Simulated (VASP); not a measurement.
# FeSi (P-6m2) in VASP: further runs, part 2 of 2

VASP 6.6.1.

**4. Relaxation of cell and atoms, PBE, collinear spin, ferromagnetic start**

INCAR reads:

```
PREC = Accurate
ENCUT = 600
EDIFF = 1E-7
ISMEAR = 0
SIGMA = 0.1
LREAL = F
LASPH = T
NELM = 150
ALGO = Normal
ISIF = 3
LWAVE = F
LCHARG = F
ISPIN = 2
MAGMOM = 4 0
LORBIT = 11
LMAXMIX = 4
GGA = PE
IBRION = 2
NSW = 90
EDIFFG = -0.04
```

KPOINTS reads:

```
Automatic mesh
0
Gamma
  6 6 6
```

POSCAR reads:

```
FeSi
1.0
    2.9403883500      0.0000000000      0.0000000000
   -1.4701941800      2.5464510100      0.0000000000
    0.0000000000      0.0000000000      2.8679036600
Fe Si
1 1
Direct
    0.6666666700      0.3333333300      0.5000000000
    0.0000000000      0.0000000000      0.0000000000
```

Potentials or basis: VASP PAW PBE potentials, release 64 (Fe, Si).

Command:

```
$ cat potpaw_PBE.64/Fe/POTCAR potpaw_PBE.64/Si/POTCAR > POTCAR
$ mpirun -np 1 vasp_std > vasp.out
```

OUTCAR:

```text
PREC = Accurate
   ENCUT = 600
   EDIFF = 1E-7
   ISMEAR = 0
   LREAL = F
   LASPH = T
   NELM = 150
   ISIF = 3
   ISPIN = 2
   LORBIT = 11
   GGA = PE
   IBRION = 2
   NSW = 90
   EDIFFG = -0.04

 ion  position               nearest neighbor table
   1  0.667  0.333  0.500-   2 2.22   2 2.22   2 2.22   2 2.22   2 2.22   2 2.22
   2  0.000  0.000  0.000-   1 2.22   1 2.22   1 2.22   1 2.22   1 2.22   1 2.22

  LATTYP: Found a hexagonal cell.
 ALAT       =     2.9403883500
 C/A-ratio  =     0.9753485998

  Lattice vectors:

 A1 = (   2.9403883500,   0.0000000000,   0.0000000000)
 A2 = (  -1.4701941800,   2.5464510100,   0.0000000000)
 A3 = (   0.0000000000,   0.0000000000,   2.8679036600)

Analysis of symmetry for initial positions (statically):
=====================================================================
 Subroutine PRICEL returns:
 Original cell was already a primitive cell.

 Routine SETGRP: Setting up the symmetry group for a
 hexagonal supercell.

 Subroutine GETGRP returns: Found 12 space group operations
 (whereof 12 operations were pure point group operations)
 out of a pool of 24 trial point group operations.

The static configuration has the point symmetry D_3h.

Analysis of symmetry for dynamics (positions and initial velocities):
=====================================================================
 Subroutine PRICEL returns:
 Original cell was already a primitive cell.

 Routine SETGRP: Setting up the symmetry group for a
 hexagonal supercell.

 Subroutine GETGRP returns: Found 12 space group operations
 (whereof 12 operations were pure point group operations)
 out of a pool of 24 trial point group operations.

The dynamic configuration has the point symmetry D_3h.

Analysis of structural, dynamic, and magnetic symmetry:
=====================================================================
 Subroutine PRICEL returns:
 Original cell was already a primitive cell.

 Routine SETGRP: Setting up the symmetry group for a
 hexagonal supercell.

 Subroutine GETGRP returns: Found 12 space group operations
 (whereof 12 operations were pure point group operations)
 out of a pool of 24 trial point group operations.

The overall configuration has the point symmetry D_3h.

 Subroutine INISYM returns: Found 12 space group operations
 (whereof 12 operations are pure point group operations),
 and found     1 'primitive' translations

----------------------------------------------------------------------------------------

                                     Primitive cell

  volume of cell :      21.4736

  direct lattice vectors                    reciprocal lattice vectors
     2.940388350  0.000000000  0.000000000     0.340091131  0.196351707  0.000000000
    -1.470194180  2.546451010  0.000000000     0.000000000  0.392703412  0.000000000
     0.000000000  0.000000000  2.867903660     0.000000000  0.000000000  0.348686748

  length of vectors
     2.940388350  2.940388354  2.867903660     0.392703413  0.392703412  0.348686748

  position of ions in fractional coordinates (direct lattice)
     0.666666670  0.333333330  0.500000000
     0.000000000  0.000000000  0.000000000

[... 92 lines left out ...]
   EFERMI_NEDOS =   21; number of points for ismear=-14 and -15
   IALGO  =     38    algorithm
   IMIX   =      4    mixing-type and parameters
     AMIX     =   0.40;   BMIX     =  1.00
     AMIX_MAG =   1.60;   BMIX_MAG =  1.00
  volume/ion in A,a.u.               =      10.74        72.46
  Fermi-wavevector in a.u.,A,eV,Ry     =   1.348447  2.548194 24.739582  1.818308
  Thomas-Fermi vector in A             =   2.476115
   LORBIT       =     11    0 simple, 1 ext, 2 COOP (PROOUT), +10 PAW based schemes
   GGA     = PE    functional components
   LHFCALC =     F    Hartree Fock is set to
   AEXX    =    0.0000 exact exchange contribution
   IVDW    =     0    specifies the selected vdW correction
   LEPSILON=     F    determine dielectric tensor
   LRPA    =     F    only Hartree local field effects (RPA)
 conjugate gradient relaxation of ions
 spin polarized calculation
 Gauss-broadening in eV      SIGMA  =   0.10
  energy-cutoff  :      600.00
  volume of cell :       21.47
 maximum number of plane-waves:       728
 NGX is ok and might be reduce to    24
   NGX = 11   NGY = 11   NGZ = 11

--------------------------------------- Ionic step        1  -------------------------------------------

 number of electron      12.0000001 magnetization       0.4559165

 Free energy of the ion-electron system (eV)
  ---------------------------------------------------
  ext. energy  EPLUGINS =         0.00000000
  ---------------------------------------------------
  free energy    TOTEN  =       -13.89476897 eV

  energy without entropy =      -13.88979416  energy(sigma->0) =      -13.89228157

------------------------ aborting loop because EDIFF is reached ----------------------------------------

  FORCE on cell =-STRESS in cart. coord.  units (eV):
  Direction    XX          YY          ZZ          XY          YZ          ZX
  --------------------------------------------------------------------------------------
  -------------------------------------------------------------------------------------
  Total        3.4166625      3.4166625      4.5936954     -0.0000000      0.0000000      0.0000000
  in kB      254.9224536    254.9224540    342.7426914     -0.0000005      0.0000000      0.0000000
  external PRESSURE =     284.1958663 kB  Pullay stress =       0.0000000 kB
[... 93 lines left out ...]
  FREE ENERGIE OF THE ION-ELECTRON SYSTEM (eV)
  ---------------------------------------------------
  free  energy   TOTEN  =       -14.0625736408 eV

  energy  without entropy=      -14.0497123538  energy(sigma->0) =      -14.05614300

 E-fermi :  11.1526     XC(G=0): -13.1460

 val. band max:       11.1301466567   @ k =   0.1667   0.1667   0.3333
 cond. band min:      11.1777402186   @ k =   0.1667   0.1667   0.5000
 fundamental gap:      0.0475935619
 Fermi energy:        11.1525619880

 spin component 1

 k-point     1 :       0.0000    0.0000    0.0000
  band No.  band energies     occupation
      1      -3.8318      1.00000
      2       6.2590      1.00000
      3       6.3339      1.00000
      4       9.5955      1.00000
      5       9.5955      1.00000
      6      11.0819      0.84133
      7      11.0819      0.84133
      8      13.4667      0.00000
      9      24.2572      0.00000
     10      24.2572      0.00000
     11      24.9981      0.00000
     12      24.9981      0.00000
[... 697 lines left out ...]
      1       0.3077      1.00000
      2       5.1639      1.00000
      3       7.9175      1.00000
      4       8.3311      1.00000
      5       9.7275      1.00000
      6      10.3674      1.00000
      7      11.3211      0.00856
      8      13.2777      0.00000
      9      18.9236      0.00000
     10      20.1119      0.00000
     11      20.3336      0.00000
     12      24.4455      0.00000

 [... further k-points ...]

[... ionic steps 4 to 12 ...]

--------------------------------------- Ionic step       13  -------------------------------------------

 number of electron      11.9999990 magnetization      -0.0000591

------------------------ aborting loop because EDIFF is reached ----------------------------------------
[... 67 lines left out ...]
--------------------------------------- Ionic step       15  -------------------------------------------

 number of electron      11.9999992 magnetization      -0.0000075

 Free energy of the ion-electron system (eV)
  ---------------------------------------------------
  ext. energy  EPLUGINS =         0.00000000
  ---------------------------------------------------
  free energy    TOTEN  =       -14.32599230 eV

  energy without entropy =      -14.31462311  energy(sigma->0) =      -14.32030770

 E-fermi :   9.6565     XC(G=0): -12.6803

 val. band max:        9.6052920338   @ k =   0.3333   0.1667   0.3333
 cond. band min:       9.6796547232   @ k =   0.3333   0.3333   0.0000
 fundamental gap:      0.0743626895
 Fermi energy:         9.6564585376

 spin component 1

 k-point     1 :       0.0000    0.0000    0.0000
  band No.  band energies     occupation
      1      -3.8032      1.00000
      2       5.9990      1.00000
      3       7.5313      1.00000
      4       8.2270      1.00000
      5       8.2270      1.00000
      6       9.2311      1.00000
      7       9.2311      1.00000
      8      14.5600      0.00000
      9      19.5838      0.00000
     10      19.5838      0.00000
     11      21.4374      0.00000
     12      21.4374      0.00000
[... 738 lines left out ...]
  FREE ENERGIE OF THE ION-ELECTRON SYSTEM (eV)
  ---------------------------------------------------
  free  energy   TOTEN  =       -14.3259922980 eV

  energy  without entropy=      -14.3146231071  energy(sigma->0) =      -14.32030770

 reached required accuracy - stopping structural energy minimisation

 total charge

# of ion       s       p       d       tot
------------------------------------------
    1        0.438   0.593   6.567   7.598
    2        0.752   0.888   0.000   1.641
--------------------------------------------------
tot          1.190   1.482   6.567   9.239

 magnetization (x)

# of ion       s       p       d       tot
------------------------------------------
    1       -0.000  -0.000  -0.000  -0.000
    2        0.000  -0.000   0.000  -0.000
--------------------------------------------------
tot          0.000  -0.000  -0.000  -0.000
```

OSZICAR:

```text
N       E                     dE             d eps       ncg     rms          rms(c)
DAV:   1     0.475998461333E+02    0.47600E+02   -0.59264E+03  1368   0.122E+03
DAV:   2    -0.122939552277E+02   -0.59894E+02   -0.54560E+02  1380   0.207E+02
[... 180 lines left out ...]
DAV:   2    -0.143293468075E+02   -0.14115E-02   -0.43679E-02  1616   0.318E+00    0.456E-01
DAV:   3    -0.143260734202E+02    0.32734E-02   -0.16873E-02  1632   0.194E+00    0.696E-02
DAV:   4    -0.143260020603E+02    0.71360E-04   -0.21696E-04  1520   0.142E-01    0.220E-02
DAV:   5    -0.143259931330E+02    0.89273E-05   -0.11463E-05  1992   0.382E-02    0.795E-03
DAV:   6    -0.143259922652E+02    0.86782E-06   -0.12550E-06  1432   0.126E-02    0.220E-03
DAV:   7    -0.143259922980E+02   -0.32743E-07   -0.17093E-07   816   0.435E-03
  15 F= -.14325992E+02 E0= -.14320308E+02  d E =-.351126E-03  mag=    -0.0000
```

CONTCAR:

```text
FeSi
   1.00000000000000
     2.7230999412888046    0.0000000004984978    0.0000000000000000
    -1.3615499748432012    2.3582737273884344   -0.0000000000000000
     0.0000000000000000    0.0000000000000001    3.5048655908479094
  Fe              Si
     1     1
Direct
     0.6666666699999979    0.3333333300000021    0.5000000000000000
     0.0000000000000000    0.0000000000000000    0.0000000000000000

  0.00000000E+00  0.00000000E+00  0.00000000E+00
  0.00000000E+00  0.00000000E+00  0.00000000E+00
```

It took 75 s on 1 thread of Intel Xeon 6975P-C (Granite Rapids), shared host; peak memory 0.16 GiB.

Results:

| Item | Value |
| --- | --- |
| Free energy | -14.3260 eV |
| Relaxed volume | 11.25 Å³/atom |
| Relaxed cell | a = 2.723 Å, b = 2.723 Å, c = 3.505 Å, α = 90.00°, β = 90.00°, γ = 120.00° |
| Space group after relaxing (to 0.05 Å) | P-6m2 (No. 187) |
| Energy gained by relaxing | 215.6 meV/atom |
| Ionic steps | 15 |
| Pressure after relaxing | 0.1 GPa |
| Band gap on the k mesh | zero (filled and empty bands overlap) |
| Net moment | 0.00 μB per cell |
| Valence electrons inside the program's atomic spheres | Fe 7.60; Si 1.64 |

Stress tensor (GPa, compression positive):
```
0.12 0.00 0.00
0.00 0.12 0.00
0.00 0.00 0.00
```

The path:
```csv
step,energy change (eV),largest force (eV/Å),pressure (GPa),volume (Å³)
1,0.0000,0.0000,28.42,21.47
2,0.1413,0.0000,-21.45,27.95
3,-0.1678,0.0000,0.22,23.93
4,-0.1678,0.0000,-0.19,23.98
5,-0.1690,0.0000,-0.22,23.96
6,-0.1752,0.0000,-0.29,23.90
7,-0.1980,0.0000,-0.32,23.76
8,-0.2620,0.0000,-0.19,23.46
9,-0.4172,0.0000,0.43,22.69
10,0.1235,0.0000,17.98,20.63
11,-0.4291,0.0000,0.96,22.49
12,-0.4306,0.0000,1.38,22.38
13,-0.4284,0.0000,-1.14,22.56
14,-0.4309,0.0000,0.77,22.42
15,-0.4312,0.0000,0.08,22.51
```

Final structure:
```
Fe Si
1.0
     2.72310    0.00000    0.00000
    -1.36155    2.35827    0.00000
     0.00000    0.00000    3.50487
Fe Si
1 1
Direct
  0.66667 0.33333 0.50000
  0.00000 0.00000 0.00000
```

Caveat: the k points lie up to 0.44 Å⁻¹ apart in the final cell; the starting moments collapsed, and a magnetic state may lie lower.

**5. Single point, PBE, collinear spin, ferromagnetic start**

This run uses another cell than the first one, of 11.36 Å³/atom, 1.058 times its volume.

INCAR reads:

```
PREC = Accurate
ENCUT = 520
EDIFF = 1E-6
ISMEAR = 0
SIGMA = 0.1
LREAL = False
LASPH = True
NELM = 150
ALGO = Normal
ISIF = 2
LWAVE = False
LCHARG = False
ISPIN = 2
MAGMOM = 0.88 0
LORBIT = 11
LMAXMIX = 4
GGA = PE
NBANDS = 17
```

KPOINTS reads:

```
regular mesh
0
Gamma
  24 24 16
```

POSCAR reads:

```
FeSi
1.0
    2.7359128850      0.0000000000      0.0000000000
   -1.3679564425      2.3693700609      0.0000000000
    0.0000000000      0.0000000000      3.5049815577
Fe Si
1 1
Direct
    0.6666666667      0.3333333333      0.5000000000
    0.0000000000      0.0000000000      0.0000000000
```

Command:

```
$ cat potpaw_PBE.64/Fe/POTCAR potpaw_PBE.64/Si/POTCAR > POTCAR
$ mpirun -np 1 vasp_std > vasp.out
```

Wall time 3.5 min (1 thread of Intel Xeon 6975P-C (Granite Rapids), shared host); peak memory 0.4 GiB.

The run converged. Its results:

```yaml
Free_energy: -14.3334 eV
Pressure: -1.7 GPa
Band_gap_on_the_k_mesh: zero (filled and empty bands overlap)
Net_moment: 0.00 μB per cell
Valence_electrons_inside_the_program's_atomic_spheres: Fe 7.57; Si 1.64
```

Stress tensor (GPa, compression positive):
```
-2.00  0.00  0.00
 0.00 -2.00  0.00
 0.00  0.00 -1.21
```

Levels at points of the mesh, in eV from the Fermi level:
Spin up:
```tsv
k point	band 4	band 5	band 6	band 7	band 8	band 9
(0.00, 0.00, 0.00)	-1.50	-1.50	-0.51	-0.51	4.85	9.71
(0.50, 0.00, 0.00)	-3.02	-0.99	0.33	1.38	4.28	4.45
(0.00, 0.00, 0.50)	-1.40	-1.40	-0.85	-0.85	10.03	10.03
(0.50, 0.00, 0.50)	-1.79	-1.68	-0.92	0.34	1.92	3.54
```
Spin down:
```
           k point  band 3  band 4  band 5  band 6  band 7  band 8  band 9  band 10
(0.00, 0.00, 0.00)   -2.12   -1.50   -1.50   -0.51   -0.51    4.85    9.71     9.71
(0.50, 0.00, 0.00)   -3.54   -3.02   -0.99    0.33    1.39    4.28    4.45     6.43
(0.00, 0.00, 0.50)   -1.51   -1.40   -1.40   -0.85   -0.85   10.03   10.03    11.03
(0.50, 0.00, 0.50)   -4.33   -1.79   -1.68   -0.92    0.35    1.92    3.55     7.37
```

**6. Overview**

| cell | k mesh | gap on the mesh (eV) | pressure (GPa) | moment (μB) |
| --- | --- | --- | --- | --- |
| a = 2.940, b = 2.940, c = 2.868 Å, angles 90.0, 90.0, 120.0°, 2 atoms | 6 × 6 × 6 | none | 28.5 | 0.46 |
| a = 2.726, b = 2.726, c = 3.526 Å, angles 90.0, 90.0, 120.0°, 2 atoms | 6 × 6 × 6 | none | 0.2 | 0.76 |
| a = 2.736, b = 2.736, c = 3.505 Å, angles 90.0, 90.0, 120.0°, 2 atoms | 24 × 24 × 16 | none | -1.7 | 0.00 |

Alike in all rows: task single point; level PBE; potentials or basis VASP PAW PBE potentials, release 64 (Fe, Si); spin collinear, ferromagnetic start; cutoff (eV) 520; smearing gaussian 0.1 eV.

Caveats: some runs use coarse meshes; the moment fell far below its start of 4 μB, so a state of higher moment may lie lower in energy (some runs).

Absolute energies hang on the potentials; compare differences alone.
